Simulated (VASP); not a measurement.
# Hg3H2 (P1) in VASP: relaxation of cell and atoms with PBE

Aim: the relaxation of cell and atoms of Hg3H2 with PBE.

Everything below comes from runs of VASP 6.6.1. Logs are shortened: lines on timing, memory, paths and dates and some standing lists are left out, and cuts for length are marked.

## 1. The cell of the first run

The typed cell holds 5 atoms: a = 3.678 Å, b = 3.681 Å, c = 11.204 Å, α = 83.99°, β = 106.15°, γ = 118.32°.

## 2. Relaxation of cell and atoms, PBE

Contents of INCAR:

```
SYSTEM = Hg3H2
PREC = Accurate ; ENCUT = 500
EDIFF = 1E-7 ; ISMEAR = 0
SIGMA = 0.02 ; LREAL = .FALSE.
LASPH = .TRUE. ; NELM = 120
ALGO = Normal ; ISIF = 3
LWAVE = .FALSE. ; LCHARG = .FALSE.
GGA = PE ; IBRION = 2
NSW = 90 ; EDIFFG = -0.025
GGA_COMPAT = .FALSE. ; NELMIN = 4
```

Contents of KPOINTS:

```
regular mesh
0
G
  8 8 2
  0 0 0
```

Contents of POSCAR:

```
Hg3H2
1.0
    3.6538425681     -0.0507683219     -0.4150158763
   -1.6675363228      3.2579980323      0.3922533238
   -1.9010735613     -0.9729055302     10.9983241859
Hg H
3 2
Direct
    0.5511673877      0.8154533473      0.3679016070
    0.4481133216      0.1836280996      0.6322007081
    0.0002753968      0.0004746350     -0.0000212641
    0.0614156951      0.8190344406      0.8811559854
    0.9390281989      0.1819928544      0.1187629636
```

Potentials or basis: VASP PAW PBE potentials, release 64 (Hg, H).

Launch:

```
$ cat potpaw_PBE.64/Hg/POTCAR potpaw_PBE.64/H/POTCAR > POTCAR
$ mpirun -np 1 vasp_std > vasp.out
```

OUTCAR:

```text
SYSTEM = Hg3H2
   PREC = Accurate
   ENCUT = 500
   EDIFF = 1E-7
   ISMEAR = 0
   LREAL = .FALSE.
   LASPH = .TRUE.
   NELM = 120
   ISIF = 3
   GGA = PE
   IBRION = 2
   NSW = 90
   EDIFFG = -0.025
   NELMIN = 4

 ion  position               nearest neighbor table
   1  0.551  0.815  0.368-   2 3.56   2 3.56   2 3.56
   2  0.448  0.184  0.632-   1 3.56   1 3.56   1 3.56
   3  0.000  0.000  1.000-   5 1.66   4 1.66
   4  0.061  0.819  0.881-   3 1.66
   5  0.939  0.182  0.119-   3 1.66

  LATTYP: Found a triclinic cell.
 ALAT       =     3.6809090231
 B/A-ratio  =     1.0249005940
 C/A-ratio  =     2.9275925017
 COS(alpha) =     0.0010460066
 COS(beta)  =     0.0531080509
 COS(gamma) =     0.5133040100

  Lattice vectors:

 A1 = (  -1.6675363228,   3.2579980323,   0.3922533238)
 A2 = (   1.9863062453,   3.2072297104,  -0.0227625525)
 A3 = (  -1.7527690068,   1.0236738521, -10.5833083096)

Analysis of symmetry for initial positions (statically):
=====================================================================
 Subroutine PRICEL returns:
 Original cell was already a primitive cell.

 Routine SETGRP: Setting up the symmetry group for a
 triclinic supercell.

 Subroutine GETGRP returns: Found  1 space group operations
 (whereof  1 operations were pure point group operations)
 out of a pool of  2 trial point group operations.

The static configuration has the point symmetry C_1 .

Analysis of symmetry for dynamics (positions and initial velocities):
=====================================================================
 Subroutine PRICEL returns:
 Original cell was already a primitive cell.

 Routine SETGRP: Setting up the symmetry group for a
 triclinic supercell.

 Subroutine GETGRP returns: Found  1 space group operations
 (whereof  1 operations were pure point group operations)
 out of a pool of  2 trial point group operations.

The dynamic configuration has the point symmetry C_1 .

 Subroutine INISYM returns: Found  1 space group operations
 (whereof  1 operations are pure point group operations),
 and found     1 'primitive' translations

----------------------------------------------------------------------------------------

                                     Primitive cell

  volume of cell :     128.1838

  direct lattice vectors                    reciprocal lattice vectors
     3.653842568 -0.050768322 -0.415015876     0.282517415  0.137259220  0.060975348
    -1.667536323  3.257998032  0.392253324     0.007505925  0.307349152  0.028485340
    -1.901073561 -0.972905530 10.998324186     0.010392946 -0.005782151  0.092207890

  length of vectors
     3.677686924  3.680909023 11.203738695     0.319959648  0.308757599  0.092971725

  position of ions in fractional coordinates (direct lattice)
     0.551167388  0.815453347  0.367901607
     0.448113322  0.183628100  0.632200708
     0.000275397  0.000474635  0.999978736
     0.061415695  0.819034441  0.881155985
     0.939028199  0.181992854  0.118762964

  ion indices of the primitive-cell ions
   primitive index   ion index
                 1           1
                 2           2
                 3           3
                 4           4
                 5           5

----------------------------------------------------------------------------------------

 KPOINTS: regular mesh

Automatic generation of k-mesh.
 Grid dimensions read from file:
 generate k-points for:    8    8    2

 Generating k-lattice:

  Cartesian coordinates                     Fractional coordinates (reciprocal lattice)
     0.035314677  0.017157403  0.007621918     0.125000000 -0.000000000  0.000000000
     0.000938241  0.038418644  0.003560668     0.000000000  0.125000000  0.000000000
     0.005196473 -0.002891075  0.046103945     0.000000000  0.000000000  0.500000000

  Length of vectors
     0.039994956  0.038594700  0.046485862

  Shift w.r.t. Gamma in fractional coordinates (k-lattice)
     0.000000000  0.000000000  0.000000000

 Subroutine IBZKPT returns following result:
 ===========================================

 Found     68 irreducible k-points:

 Following reciprocal coordinates:
            Coordinates               Weight
  0.000000  0.000000  0.000000      1.000000
  0.125000  0.000000  0.000000      2.000000
  0.250000  0.000000  0.000000      2.000000
  0.375000 -0.000000 -0.000000      2.000000
  0.500000  0.000000  0.000000      1.000000
 -0.000000  0.125000  0.000000      2.000000
[... 16 lines left out ...]
  0.125000  0.375000  0.000000      2.000000
  0.250000  0.375000  0.000000      2.000000
 [... further k-points ...]
   k-points           NKPTS =     68   k-points in BZ     NKDIM =     68   number of bands    NBANDS=     23
   number of dos      NEDOS =    301   number of ions     NIONS =      5
   total plane-waves  NPLWV =  65856
   dimension x,y,z NGX =    28 NGY =   28 NGZ =   84
   dimension x,y,z NGXF=    56 NGYF=   56 NGZF=  168
   ions per type =               3   2
   NGX,Y,Z   is equivalent  to a cutoff of  12.66, 12.65, 12.46 a.u.
   NGXF,Y,Z  is equivalent  to a cutoff of  25.31, 25.29, 24.93 a.u.
 SYSTEM =  Hg3H2
   PREC   = accura    normal or accurate (medium, high low for compatibility)
   ISTART =      0    job   : 0-new  1-cont  2-samecut
   ICHARG =      2    charge: 1-file 2-atom 10-const
   ISPIN  =      1    spin polarized calculation?
   LNONCOLLINEAR =      F non collinear calculations
   LSORBIT =      F    spin-orbit coupling
   LASPH  =      T    aspherical Exc in radial PAW
   ENCUT  =  500.0 eV  36.75 Ry    6.06 a.u.   6.71  6.71 20.43*2*pi/ulx,y,z
   NELM   =    120;   NELMIN=  4; NELMDL= -5     # of ELM steps
   EDIFF  = 0.1E-06   stopping-criterion for ELM
   LREAL  =      F    real-space projection
   EDIFFG = -.3E-01   stopping-criterion for IOM
   NSW    =     90    number of steps for IOM
   IBRION =      2    ionic relax: 0-MD 1-quasi-New 2-CG
   NFREE  =      1    steps in history (QN), initial steepest desc. (CG)
   ISIF   =      3    stress and relaxation
   ISYM   =      2    0-nonsym 1-usesym 2-fastsym
   POTIM  = 0.5000    time-step for ionic-motion
   TEBEG  =    0.0;   TEEND  =   0.0 temperature during run
   PSTRESS=    0.0 pullay stress
   NELECT =      38.0000    total number of electrons
   NUPDOWN=      -1.0000    fix difference up-down
   EMIN   =  10.00;   EMAX   =-10.00  energy-range for DOS
   EFERMI =   0.00;   METHOD = LEGACY
   ISMEAR =     0;   SIGMA  =   0.02  broadening in eV -4-tet -1-fermi 0-gaus
   EFERMI_NEDOS =   21; number of points for ismear=-14 and -15
   IALGO  =     38    algorithm
   IMIX   =      4    mixing-type and parameters
     AMIX     =   0.40;   BMIX     =  1.00
     AMIX_MAG =   1.60;   BMIX_MAG =  1.00
  volume/ion in A,a.u.               =      25.64       173.01
  Fermi-wavevector in a.u.,A,eV,Ry     =   1.091587  2.062800 16.212188  1.191562
  Thomas-Fermi vector in A             =   2.227835
   LORBIT       =      0    0 simple, 1 ext, 2 COOP (PROOUT), +10 PAW based schemes
   GGA     = PE    functional components
   LHFCALC =     F    Hartree Fock is set to
   AEXX    =    0.0000 exact exchange contribution
   IVDW    =     0    specifies the selected vdW correction
   LEPSILON=     F    determine dielectric tensor
   LRPA    =     F    only Hartree local field effects (RPA)
 conjugate gradient relaxation of ions
 non-spin polarized calculation
 Gauss-broadening in eV      SIGMA  =   0.02
  energy-cutoff  :      500.00
  volume of cell :      128.18
 maximum number of plane-waves:      3272
   NGX = 13   NGY = 13   NGZ = 41

--------------------------------------- Ionic step        1  -------------------------------------------

 number of electron      38.0000000 magnetization

 Free energy of the ion-electron system (eV)
  ---------------------------------------------------
  ext. energy  EPLUGINS =         0.00000000
  ---------------------------------------------------
  free energy    TOTEN  =        -6.25971560 eV

  energy without entropy =       -6.25971560  energy(sigma->0) =       -6.25971560

------------------------ aborting loop because EDIFF is reached ----------------------------------------

  FORCE on cell =-STRESS in cart. coord.  units (eV):
  Direction    XX          YY          ZZ          XY          YZ          ZX
  --------------------------------------------------------------------------------------
  -------------------------------------------------------------------------------------
  Total        0.0385725     -0.0229376      0.3371742     -0.0634847      0.0882892     -0.1430232
  in kB        0.4821201     -0.2866989      4.2143624     -0.7934991      1.1035331     -1.7876563
  external PRESSURE =       1.4699279 kB  Pullay stress =       0.0000000 kB
[... 63 lines left out ...]
  energy  without entropy=       -6.2605192267  energy(sigma->0) =       -6.26051923

--------------------------------------- Ionic step        3  -------------------------------------------

 number of electron      38.0000000 magnetization

 Free energy of the ion-electron system (eV)
  ---------------------------------------------------
  ext. energy  EPLUGINS =         0.00000000
  ---------------------------------------------------
  free energy    TOTEN  =        -6.26069739 eV

  energy without entropy =       -6.26069739  energy(sigma->0) =       -6.26069739

 E-fermi :  -1.2209     XC(G=0):  -8.1353

 val. band max:       -1.3057407348   @ k =   0.5000   0.3750   0.0000
 cond. band min:       0.3020877057   @ k =  -0.0000   0.5000   0.0000
 fundamental gap:      1.6078284405
 Fermi energy:        -1.2209472019

 k-point     1 :       0.0000    0.0000    0.0000
  band No.  band energies     occupation
      1      -9.3232      2.00000
      2      -7.7049      2.00000
      3      -7.5324      2.00000
      4      -7.3102      2.00000
      5      -7.1940      2.00000
      6      -6.6521      2.00000
[... 613 lines left out ...]
     22       2.1054      0.00000
     23       2.6661      0.00000

 [... further k-points ...]

------------------------ aborting loop because EDIFF is reached ----------------------------------------

  FORCE on cell =-STRESS in cart. coord.  units (eV):
  Direction    XX          YY          ZZ          XY          YZ          ZX
  --------------------------------------------------------------------------------------
  -------------------------------------------------------------------------------------
  Total       -0.0456023     -0.0571744      0.0496490     -0.0102107     -0.0090405      0.0097877
  in kB       -0.5686339     -0.7129306      0.6190933     -0.1273213     -0.1127293      0.1220472
  external PRESSURE =      -0.2208237 kB  Pullay stress =       0.0000000 kB
[... 20 lines left out ...]
  FREE ENERGIE OF THE ION-ELECTRON SYSTEM (eV)
  ---------------------------------------------------
  free  energy   TOTEN  =        -6.2606973873 eV

  energy  without entropy=       -6.2606973873  energy(sigma->0) =       -6.26069739

 reached required accuracy - stopping structural energy minimisation
```

It took 10 min on 1 thread of Oxide Virtual Turin-like, shared host; peak memory 0.32 GiB.

What came out:

| Item | Value |
| --- | --- |
| Free energy | -6.2607 eV |
| Relaxed volume | 25.70 Å³/atom |
| Relaxed cell | a = 3.680 Å, b = 3.683 Å, c = 11.231 Å, α = 83.87°, β = 106.25°, γ = 118.38° |
| Space group after relaxing (to 0.1 Å) | C2/m (No. 12) |
| Energy gained by relaxing | 0.2 meV/atom |
| Ionic steps | 3 |
| Pressure after relaxing | 0.0 GPa |
| Largest force after relaxing | 0.011 eV/Å |
| Band gap on the k mesh | 1.61 eV (least direct gap 2.08 eV) |

Forces in eV/Å, atoms in the order of the input:
```
Hg  -0.002  0.001 -0.001
Hg   0.002 -0.001  0.001
Hg  -0.001  0.000  0.000
H   -0.006  0.003  0.008
H    0.007 -0.004 -0.008
```

Stress tensor (GPa, compression positive):
```
-0.06 -0.01  0.01
-0.01 -0.07 -0.01
 0.01 -0.01  0.06
```

Step by step:
```tsv
step	energy change (eV)	largest force (eV/Å)	pressure (GPa)	volume (Å³)
1	0.0000	0.1063	0.15	128.18
2	-0.0008	0.0593	-0.10	128.62
3	-0.0010	0.0108	-0.02	128.49
```

Final structure:
```
Hg H
1.0
     3.65522   -0.05257   -0.41952
    -1.66974    3.25844    0.39670
    -1.91176   -0.96539   11.02460
Hg H
3 2
Direct
  0.55115 0.81546 0.36790
  0.44813 0.18362 0.63221
  0.00027 0.00048 0.99998
  0.06154 0.81865 0.88090
  0.93891 0.18238 0.11902
```

Levels at points of the mesh, in eV from the valence-band top:
```
           k point  band 15  band 16  band 17  band 18  band 19  band 20  band 21  band 22  band 23
(0.00, 0.00, 0.00)    -4.40    -4.40    -4.37    -3.33    -1.31     2.31     6.45     7.02     8.92
(0.50, 0.00, 0.00)    -4.31    -3.04    -2.21    -1.05    -0.40     1.82     1.97     2.87     4.97
(0.00, 0.50, 0.00)    -4.31    -3.05    -2.21    -1.03    -0.48     1.61     2.45     2.54     5.58
(0.50, 0.50, 0.00)    -4.30    -2.71    -2.67    -0.90    -0.16     2.03     2.73     3.48     3.65
(0.00, 0.00, 0.50)    -4.56    -4.40    -4.40    -2.46    -2.20     3.05     5.29     7.61     8.63
(0.50, 0.00, 0.50)    -4.31    -3.04    -2.21    -1.01    -0.47     1.61     2.46     2.54     5.57
(0.00, 0.50, 0.50)    -4.31    -3.05    -2.21    -1.06    -0.41     1.82     1.96     2.86     4.95
(0.50, 0.50, 0.50)    -4.30    -2.71    -2.67    -0.80    -0.20     1.88     2.29     4.06     4.11
```

Caveat: spin-orbit coupling is left out, which moves the levels of the heavy elements.
